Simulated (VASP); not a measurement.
Here is a VASP 6.6.1 calculation.

File INCAR:

```
SYSTEM = BAs
PREC = Accurate ; ENCUT = 520
EDIFF = 1E-7 ; ISMEAR = -1
SIGMA = 0.05 ; LREAL = .FALSE.
LASPH = .TRUE. ; NELM = 100
ALGO = Normal ; ISIF = 2
LWAVE = .FALSE. ; LCHARG = .FALSE.
GGA = PS ; NBANDS = 11
```

Contents of KPOINTS:

```
Automatic mesh
0
G
  10 10 10
  0 0 0
```

POSCAR

```
BAs
1.0
    0.0000000000      2.4353452264      2.4353452264
    2.4353452264      0.0000000000      2.4353452264
    2.4353452264      2.4353452264      0.0000000000
As B
1 1
Direct
    0.7500000000      0.7500000000      0.7500000000
    0.0000000000      0.0000000000      0.0000000000
```

Potentials or basis: VASP PAW PBE potentials, release 64 (As, B).

Run with:

```console
$ cat potpaw_PBE.64/As/POTCAR potpaw_PBE.64/B/POTCAR > POTCAR
$ mpirun -np 1 vasp_std > vasp.out
```

Q: Estimate the pressure.

A: -7.2 GPa.

Q: Estimate the band gap on the k mesh.

A: 1.13 eV, indirect (least direct gap 3.17 eV).

Caveat: the PAW data sets were made with another functional, which shifts forces and pressure a little. A k mesh can miss the band edges.
